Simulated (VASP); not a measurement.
# ScF3 (P4/mmm) in VASP: further runs

ScF3 is run at these levels: LDA; tasks: single point.

All numbers are computed with VASP 6.6.1; they aren't measurements. Logs are shortened: lines on timing, memory, paths and dates and some standing lists are left out, and cuts for length are marked.

## Step 1: The cell of the first run

Symmetry: P4/mmm, No. 123, tetragonal system. Conventional cell: a = 3.676 Å, b = 3.676 Å, c = 4.779 Å, α = 90.00°, β = 90.00°, γ = 90.00°. Sc (site symmetry 4/mmm) has 6 F at 1.84 to 2.39 Å within 2.4 Å. Within 2.4 Å of F (site symmetry mmm) lie 2 Sc at 1.84 Å. F (site symmetry 4/mmm) has 2 Sc at 2.39 Å and 8 F at 3.01 Å within 3.2 Å.

## Step 2: Single point, LDA

INCAR

```
SYSTEM = ScF3
ALGO = Normal
EDIFF = 1E-6
ENCUT = 520
GGA = CA
ISIF = 2
ISMEAR = 0
LASPH = .TRUE.
LCHARG = .FALSE.
LREAL = .FALSE.
LWAVE = .FALSE.
NBANDS = 24
NELM = 100
PREC = Accurate
SIGMA = 0.05
```

KPOINTS

```
k-points
0
G
  6 6 6
  0 0 0
```

POSCAR

```
ScF3
1.0
    3.6764487494      0.0000000000      0.0000000000
    0.0000000000      3.6764487494      0.0000000000
    0.0000000000      0.0000000000      4.7793833742
Sc F
1 3
Direct
    0.0000000000      0.0000000000      0.0000000000
    0.5000000000      0.0000000000      0.0000000000
    0.0000000000      0.5000000000      0.0000000000
    0.0000000000      0.0000000000      0.5000000000
```

Potentials or basis: VASP PAW LDA potentials, release 64 (Sc_sv, F).

The run is started by

```bash
cat potpaw_LDA.64/Sc_sv/POTCAR potpaw_LDA.64/F/POTCAR > POTCAR
mpirun -np 1 vasp_std > vasp.out
```

OUTCAR:

```text
SYSTEM = ScF3
   EDIFF = 1E-6
   ENCUT = 520
   GGA = CA
   ISIF = 2
   ISMEAR = 0
   LASPH = .TRUE.
   LREAL = .FALSE.
   NELM = 100
   PREC = Accurate

 ion  position               nearest neighbor table
   1  0.000  0.000  0.000-   2 1.84   3 1.84   3 1.84   2 1.84   4 2.39   4 2.39
   2  0.500  0.000  0.000-   1 1.84   1 1.84
   3  0.000  0.500  0.000-   1 1.84   1 1.84
   4  0.000  0.000  0.500-   1 2.39   1 2.39

  LATTYP: Found a simple tetragonal cell.
 ALAT       =     3.6764487494
 C/A-ratio  =     1.3000000000

  Lattice vectors:

 A1 = (   3.6764487494,   0.0000000000,   0.0000000000)
 A2 = (   0.0000000000,   3.6764487494,   0.0000000000)
 A3 = (   0.0000000000,   0.0000000000,   4.7793833742)

Analysis of symmetry for initial positions (statically):
=====================================================================
 Subroutine PRICEL returns:
 Original cell was already a primitive cell.

 Routine SETGRP: Setting up the symmetry group for a
 simple tetragonal supercell.

 Subroutine GETGRP returns: Found 16 space group operations
 (whereof 16 operations were pure point group operations)
 out of a pool of 16 trial point group operations.

The static configuration has the point symmetry D_4h.

Analysis of symmetry for dynamics (positions and initial velocities):
=====================================================================
 Subroutine PRICEL returns:
 Original cell was already a primitive cell.

 Routine SETGRP: Setting up the symmetry group for a
 simple tetragonal supercell.

 Subroutine GETGRP returns: Found 16 space group operations
 (whereof 16 operations were pure point group operations)
 out of a pool of 16 trial point group operations.

The dynamic configuration has the point symmetry D_4h.

 Subroutine INISYM returns: Found 16 space group operations
 (whereof 16 operations are pure point group operations),
 and found     1 'primitive' translations

----------------------------------------------------------------------------------------

                                     Primitive cell

  volume of cell :      64.5995

[... 87 lines left out ...]
   LNONCOLLINEAR =      F non collinear calculations
   LSORBIT =      F    spin-orbit coupling
   LASPH  =      T    aspherical Exc in radial PAW
   ENCUT  =  520.0 eV  38.22 Ry    6.18 a.u.   6.84  6.84  8.89*2*pi/ulx,y,z
   NELM   =    100;   NELMIN=  2; NELMDL= -5     # of ELM steps
   EDIFF  = 0.1E-05   stopping-criterion for ELM
   LREAL  =      F    real-space projection
   EDIFFG = 0.1E-04   stopping-criterion for IOM
   NSW    =      0    number of steps for IOM
   IBRION =     -1    ionic relax: 0-MD 1-quasi-New 2-CG
   NFREE  =      0    steps in history (QN), initial steepest desc. (CG)
   ISIF   =      2    stress and relaxation
   ISYM   =      2    0-nonsym 1-usesym 2-fastsym
   POTIM  = 0.5000    time-step for ionic-motion
   TEBEG  =    0.0;   TEEND  =   0.0 temperature during run
   PSTRESS=    0.0 pullay stress
   NELECT =      32.0000    total number of electrons
   NUPDOWN=      -1.0000    fix difference up-down
   EMIN   =  10.00;   EMAX   =-10.00  energy-range for DOS
   EFERMI =   0.00;   METHOD = LEGACY
   ISMEAR =     0;   SIGMA  =   0.05  broadening in eV -4-tet -1-fermi 0-gaus
   EFERMI_NEDOS =   21; number of points for ismear=-14 and -15
   IALGO  =     38    algorithm
   IMIX   =      4    mixing-type and parameters
     AMIX     =   0.40;   BMIX     =  1.00
     AMIX_MAG =   1.60;   BMIX_MAG =  1.00
  volume/ion in A,a.u.               =      16.15       108.98
  Fermi-wavevector in a.u.,A,eV,Ry     =   1.295334  2.447827 22.829091  1.677891
  Thomas-Fermi vector in A             =   2.426861
   LORBIT       =      0    0 simple, 1 ext, 2 COOP (PROOUT), +10 PAW based schemes
   GGA     = CA    functional components
   LHFCALC =     F    Hartree Fock is set to
   AEXX    =    0.0000 exact exchange contribution
   IVDW    =     0    specifies the selected vdW correction
   LEPSILON=     F    determine dielectric tensor
   LRPA    =     F    only Hartree local field effects (RPA)
 non-spin polarized calculation
 Gauss-broadening in eV      SIGMA  =   0.05
  energy-cutoff  :      520.00
  volume of cell :       64.60
 maximum number of plane-waves:      1760
 NGX is ok and might be reduce to    28

 number of electron      31.9999971 magnetization

 Free energy of the ion-electron system (eV)
  ---------------------------------------------------
  ext. energy  EPLUGINS =         0.00000000
  ---------------------------------------------------
  free energy    TOTEN  =       -27.64403261 eV

  energy without entropy =      -27.64403261  energy(sigma->0) =      -27.64403261

 E-fermi :  -2.1122     XC(G=0):  -8.8617

 val. band max:       -2.4444308957   @ k =   0.5000   0.0000   0.0000
 cond. band min:       2.0489651429   @ k =   0.0000   0.0000   0.0000
 fundamental gap:      4.4933960386
 Fermi energy:        -2.1122452983

 k-point     1 :       0.0000    0.0000    0.0000
  band No.  band energies     occupation
      1     -49.2695      2.00000
      2     -28.6231      2.00000
      3     -28.6231      2.00000
      4     -28.0529      2.00000
      5     -25.0553      2.00000
      6     -24.9083      2.00000
[... 637 lines left out ...]
     23       8.7715      0.00000
     24       9.1654      0.00000

 [... further k-points ...]

------------------------ aborting loop because EDIFF is reached ----------------------------------------

  FORCE on cell =-STRESS in cart. coord.  units (eV):
  Direction    XX          YY          ZZ          XY          YZ          ZX
  --------------------------------------------------------------------------------------
  -------------------------------------------------------------------------------------
  Total       11.6037063     11.6037063     -9.7949284      0.0000000      0.0000000      0.0000000
  in kB      287.7917959    287.7917959   -242.9310051      0.0000000      0.0000000      0.0000000
  external PRESSURE =     110.8841956 kB  Pullay stress =       0.0000000 kB

 VOLUME and BASIS-vectors are now :
 -----------------------------------------------------------------------------
  energy-cutoff  :      520.00
  volume of cell :       64.60
      direct lattice vectors                 reciprocal lattice vectors
     3.676448749  0.000000000  0.000000000     0.272001616  0.000000000  0.000000000
     0.000000000  3.676448749  0.000000000     0.000000000  0.272001616  0.000000000
     0.000000000  0.000000000  4.779383374     0.000000000  0.000000000  0.209232012

 POSITION                                       TOTAL-FORCE (eV/Angst)
 -----------------------------------------------------------------------------------
      0.00000      0.00000      0.00000         0.000000      0.000000      0.000000
      1.83822      0.00000      0.00000         0.000000      0.000000      0.000000
      0.00000      1.83822      0.00000         0.000000      0.000000      0.000000
      0.00000      0.00000      2.38969         0.000000      0.000000      0.000000
 -----------------------------------------------------------------------------------
    total drift:                               -0.000000      0.000000     -0.000000

  FREE ENERGIE OF THE ION-ELECTRON SYSTEM (eV)
  ---------------------------------------------------
  free  energy   TOTEN  =       -27.6440326073 eV

  energy  without entropy=      -27.6440326073  energy(sigma->0) =      -27.64403261
```

OSZICAR:

```text
N       E                     dE             d eps       ncg     rms          rms(c)
DAV:   1     0.396608809792E+03    0.39661E+03   -0.15297E+04  1936   0.139E+03
DAV:   2     0.280296058749E+01   -0.39381E+03   -0.36864E+03  2472   0.435E+02
DAV:   3    -0.315826877437E+02   -0.34386E+02   -0.33986E+02  2856   0.152E+02
DAV:   4    -0.321870064081E+02   -0.60432E+00   -0.60380E+00  2360   0.193E+01
DAV:   5    -0.322017767527E+02   -0.14770E-01   -0.14769E-01  2600   0.284E+00    0.215E+01
DAV:   6    -0.278350758217E+02    0.43667E+01   -0.12760E+01  2976   0.495E+01    0.104E+01
DAV:   7    -0.277149191487E+02    0.12016E+00   -0.85874E-01  2408   0.675E+00    0.577E+00
DAV:   8    -0.276494789293E+02    0.65440E-01   -0.21089E-01  2984   0.496E+00    0.722E-01
DAV:   9    -0.276440204861E+02    0.54584E-02   -0.21713E-02  2648   0.116E+00    0.176E-01
DAV:  10    -0.276440176576E+02    0.28285E-05   -0.31023E-03  2616   0.761E-01    0.114E-01
DAV:  11    -0.276440291277E+02   -0.11470E-04   -0.28302E-04  2568   0.264E-01    0.628E-02
DAV:  12    -0.276440341368E+02   -0.50091E-05   -0.40235E-05  2640   0.117E-01    0.108E-02
DAV:  13    -0.276440332672E+02    0.86961E-06   -0.15895E-05  2880   0.544E-02    0.761E-03
DAV:  14    -0.276440326073E+02    0.65984E-06   -0.24219E-06  1872   0.165E-02
   1 F= -.27644033E+02 E0= -.27644033E+02  d E =-.211618E-22
```

Run time: 28 s. Hardware: 1 thread of Intel Xeon 6975P-C (Granite Rapids), shared host; peak memory 0.18 GiB.

Results:

| Quantity | Value |
| --- | --- |
| Free energy | -27.6440 eV |
| Pressure | 11.1 GPa |
| Band gap on the k mesh | 4.49 eV, indirect (least direct gap 4.53 eV) |

Stress tensor (GPa, compression positive):
```
 28.78   0.00   0.00
  0.00  28.78   0.00
  0.00   0.00 -24.29
```

 A k mesh can miss the band edges.

## Step 3: Single point, LDA

This run uses another cell than the first one, of the same volume but with other edges.

INCAR

```
SYSTEM = ScF3
PREC     = Accurate       ! precision mode
ENCUT    = 520            ! plane-wave cutoff, eV
EDIFF    = 1E-7           ! SCF threshold, eV
ISMEAR   = 0              ! smearing method
SIGMA    = 0.05           ! smearing width, eV
LREAL    = .FALSE.        ! projectors in reciprocal space
LASPH    = .TRUE.         ! aspherical terms in the spheres
NELM     = 100            ! most SCF steps
ALGO     = Normal         ! electronic algorithm
ISIF     = 2              ! what is computed and relaxed
LWAVE    = .FALSE.        ! write WAVECAR
LCHARG   = .FALSE.        ! write CHGCAR
NBANDS   = 24             ! bands
```

KPOINTS

```
Automatic mesh
0
G
  6 6 6
  0 0 0
```

POSCAR

```
ScF3
1.0
    4.1255357782      0.0000000000      0.0000000000
    0.0000000000      4.1255357782      0.0000000000
    0.0000000000      0.0000000000      3.7954929159
Sc F
1 3
Direct
    0.0000000000      0.0000000000      0.0000000000
    0.5000000000      0.0000000000      0.0000000000
    0.0000000000      0.5000000000      0.0000000000
    0.0000000000      0.0000000000      0.5000000000
```

Potentials or basis: VASP PAW LDA potentials, release 64 (Sc_sv, F).

The run is started by

```bash
cat potpaw_LDA.64/Sc_sv/POTCAR potpaw_LDA.64/F/POTCAR > POTCAR
mpirun -np 1 vasp_std > vasp.out
```

Wall time 29 s (1 thread of Intel Xeon 6975P-C (Granite Rapids), shared host); peak memory 0.18 GiB.

Results (log left out):

| Quantity | Value |
| --- | --- |
| Free energy | -29.3351 eV |
| Pressure | -0.7 GPa |
| Band gap on the k mesh | 5.90 eV, indirect (least direct gap 6.38 eV) |

Stress tensor (GPa, compression positive):
```
-8.30  0.00  0.00
 0.00 -8.30  0.00
 0.00  0.00 14.43
```

Levels at points of the mesh, in eV from the valence-band top:
| k point | band 14 | band 15 | band 16 | band 17 | band 18 | band 19 |
| --- | --- | --- | --- | --- | --- | --- |
| (0.00, 0.00, 0.00) | -0.52 | -0.52 | -0.49 | 5.90 | 5.90 | 5.93 |
| (0.50, 0.00, 0.00) | -0.99 | -0.82 | -0.56 | 5.93 | 6.67 | 6.72 |
| (0.50, 0.50, 0.00) | -0.97 | -0.97 | -0.01 | 6.70 | 6.70 | 7.32 |
| (0.00, 0.00, 0.50) | -0.70 | -0.50 | -0.50 | 6.01 | 7.16 | 7.16 |
| (0.50, 0.00, 0.50) | -0.94 | -0.84 | -0.32 | 6.79 | 7.19 | 7.69 |
| (0.50, 0.50, 0.50) | -0.31 | -0.31 | 0.00 | 7.39 | 7.73 | 7.73 |

 A k mesh can miss the band edges.

## Step 4: Single point, LDA

This run uses another cell than the first one, of the same volume but with other edges.

INCAR

```
SYSTEM = ScF3
ALGO     = Normal         ! electronic algorithm
EDIFF    = 1E-6           ! SCF threshold, eV
ENCUT    = 520            ! plane-wave cutoff, eV
ISIF     = 2              ! what is computed and relaxed
ISMEAR   = 0              ! smearing method
LASPH    = .TRUE.         ! aspherical terms in the spheres
LCHARG   = .FALSE.        ! write CHGCAR
LREAL    = .FALSE.        ! projectors in reciprocal space
LWAVE    = .FALSE.        ! write WAVECAR
NBANDS   = 24             ! bands
NELM     = 100            ! most SCF steps
PREC     = Accurate       ! precision mode
SIGMA    = 0.05           ! smearing width, eV
```

KPOINTS

```
k-points
0
G
  6 6 6
  0 0 0
```

POSCAR

```
ScF3
1.0
    3.8869779045      0.0000000000      0.0000000000
    0.0000000000      3.8869779045      0.0000000000
    0.0000000000      0.0000000000      4.2756756949
Sc F
1 3
Direct
    0.0000000000      0.0000000000      0.0000000000
    0.5000000000      0.0000000000      0.0000000000
    0.0000000000      0.5000000000      0.0000000000
    0.0000000000      0.0000000000      0.5000000000
```

The run is started by

```bash
cat potpaw_LDA.64/Sc_sv/POTCAR potpaw_LDA.64/F/POTCAR > POTCAR
mpirun -np 1 vasp_std > vasp.out
```

It took 34 s on 1 thread of Intel Xeon 6975P-C (Granite Rapids), shared host; peak memory 0.17 GiB.

The run converged. Its results:

| Quantity | Value |
| --- | --- |
| Free energy | -29.3044 eV |
| Pressure | -0.4 GPa |
| Band gap on the k mesh | 5.84 eV, indirect (least direct gap 6.01 eV) |

Stress tensor (GPa, compression positive):
```
  6.50   0.00   0.00
  0.00   6.50   0.00
  0.00   0.00 -14.30
```

Levels at points of the mesh, in eV from the valence-band top:
```tsv
k point	band 13	band 14	band 15	band 16	band 17	band 18	band 19	band 20
(0.00, 0.00, 0.00)	-1.22	-0.65	-0.17	-0.17	5.84	5.89	5.89	6.90
(0.50, 0.00, 0.00)	-1.81	-0.76	-0.47	-0.16	5.94	6.95	6.99	7.40
(0.50, 0.50, 0.00)	-1.05	-0.64	-0.47	-0.47	7.05	7.05	7.76	7.89
(0.00, 0.00, 0.50)	-1.21	-1.21	-0.51	-0.51	5.86	6.52	6.52	8.00
(0.50, 0.00, 0.50)	-1.74	-1.66	-0.48	-0.02	6.56	6.97	7.42	8.52
(0.50, 0.50, 0.50)	-2.29	-0.63	0.00	0.00	7.48	7.48	7.79	9.86
```

 A k mesh can miss the band edges.

## Step 5: Single point, LDA

This run uses another cell than the first one, of the same volume but with other edges.

INCAR

```
  PREC = Accurate
  ENCUT = 520
  EDIFF = 1E-7
  ISMEAR = 0
  SIGMA = 0.05
  LREAL = F
  LASPH = T
  NELM = 100
  ALGO = Normal
  ISIF = 2
  LWAVE = F
  LCHARG = F
  GGA = CA
  NBANDS = 24
```

KPOINTS

```
regular mesh
0
Gamma
  6 6 6
```

POSCAR

```
ScF3
1.0
    4.6320351682      0.0000000000      0.0000000000
    0.0000000000      4.6320351682      0.0000000000
    0.0000000000      0.0000000000      3.0108228593
Sc F
1 3
Direct
    0.0000000000      0.0000000000      0.0000000000
    0.5000000000      0.0000000000      0.0000000000
    0.0000000000      0.5000000000      0.0000000000
    0.0000000000      0.0000000000      0.5000000000
```

The run is started by

```bash
cat potpaw_LDA.64/Sc_sv/POTCAR potpaw_LDA.64/F/POTCAR > POTCAR
mpirun -np 1 vasp_std > vasp.out
```

Run time: 27 s. Hardware: 1 thread of Intel Xeon 6975P-C (Granite Rapids), shared host; peak memory 0.18 GiB.

It converged, with:

```
Free energy            : -19.5600 eV
Pressure               : 51.0 GPa
Band gap on the k mesh : 4.42 eV, direct
```

Stress tensor (GPa, compression positive):
```
-23.38   0.00   0.00
  0.00 -23.38   0.00
  0.00   0.00 199.69
```

Levels at points of the mesh, in eV from the valence-band top:
| k point | band 14 | band 15 | band 16 | band 17 | band 18 | band 19 |
| --- | --- | --- | --- | --- | --- | --- |
| (0.00, 0.00, 0.00) | -0.59 | -0.12 | 0.00 | 4.42 | 4.42 | 4.53 |
| (0.50, 0.00, 0.00) | -0.80 | -0.20 | -0.06 | 4.42 | 4.71 | 4.98 |
| (0.50, 0.50, 0.00) | -0.23 | -0.20 | -0.20 | 4.71 | 4.71 | 5.34 |
| (0.00, 0.00, 0.50) | -1.08 | -0.41 | -0.41 | 5.04 | 5.70 | 8.19 |
| (0.50, 0.00, 0.50) | -1.07 | -0.63 | -0.54 | 5.41 | 6.21 | 8.45 |
| (0.50, 0.50, 0.50) | -1.06 | -1.06 | -0.11 | 5.71 | 7.27 | 8.63 |

(Continued in part 2 of 2.)
